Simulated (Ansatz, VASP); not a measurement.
## Sn in VASP and in Ansatz

```xyz
1
Lattice="-1.9040 1.9040 1.9040 1.9040 -1.9040 1.9040 1.9040 1.9040 -1.9040" Properties=species:S:1:pos:R:3 pbc="T T T"
Sn    0.0000    0.0000    0.0000
```

Alike in both runs: functional PBE; k mesh 15 × 15 × 15; occupations fermi-dirac, width 0.05 eV; no spin polarisation.

Ansatz relaxed the structure, and its values are those at the end. VASP's run is a single point on that final structure, the one shown.

|  | VASP | Ansatz |
| --- | --- | --- |
| version | VASP 6.6.1 | Ansatz 0.2.0 |
| potentials or method | VASP PAW PBE potentials, release 64 (Sn_d) | PAW with Ansatz's default frozen-core files, scalar-relativistic |
| plane-wave cutoff (eV) | 520 | 420 |
| valence electrons in the cell | 14 | 14 |

VASP gave:

- pressure (GPa): -0.1

Which values does Ansatz return?

Pressure (GPa): 0.0.
